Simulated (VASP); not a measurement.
Write the native input for VASP 6.6.1 that does the following.

```yaml
Task: single point
Functional: PBE
Potentials_or_basis: VASP PAW PBE potentials, release 64 (Te, O)
Cutoff: 520 eV
k_mesh: 12 × 12 × 14
Occupations: gaussian, width 0.1 eV
Spin: no spin polarisation
Dipole_correction: no
Further_INCAR_settings: ALGO = Fast; EDIFF = 1e-06; NBANDS = 16
```

The structure of Te2O lies in POSCAR:

```
Te2O
1.0
    4.9362683373      0.0000000000      0.0000000000
   -2.4681341687      4.2749337800      0.0000000000
    0.0000000000      0.0000000000      3.1148487053
Te O
2 1
Direct
    0.3333333333      0.6666666667      0.5000000000
    0.6666666667      0.3333333333      0.5000000000
    0.0000000000      0.0000000000      0.0000000000
```

The cell was generated, and may not be a known phase.

These files were run (other wordings do the same):

INCAR

```
  ALGO = Fast
  EDIFF = 1E-6
  ENCUT = 520
  GGA = PE
  ISIF = 2
  ISMEAR = 0
  LASPH = True
  LCHARG = False
  LREAL = False
  LWAVE = False
  NBANDS = 16
  NELM = 60
  PREC = Accurate
  SIGMA = 0.1
```

KPOINTS

```
k-points
0
Gamma
  12 12 14
```

Potentials or basis: VASP PAW PBE potentials, release 64 (Te, O).

The run is started by

```sh
$ cat potpaw_PBE.64/Te/POTCAR potpaw_PBE.64/O/POTCAR > POTCAR
$ mpirun -np 1 vasp_std > vasp.out
```

It gave:

```json
{"Pressure": "0.0 GPa", "Band gap on the k mesh": "zero (bands 9 and 10 overlap by 2.84 eV)"}
```

Caveat: spin-orbit coupling is left out, which moves the levels of the heavy elements.

Wall time 2.4 min on 1 thread of Oxide Virtual Turin-like Processor, on a shared host, peak memory 0.26 GiB.
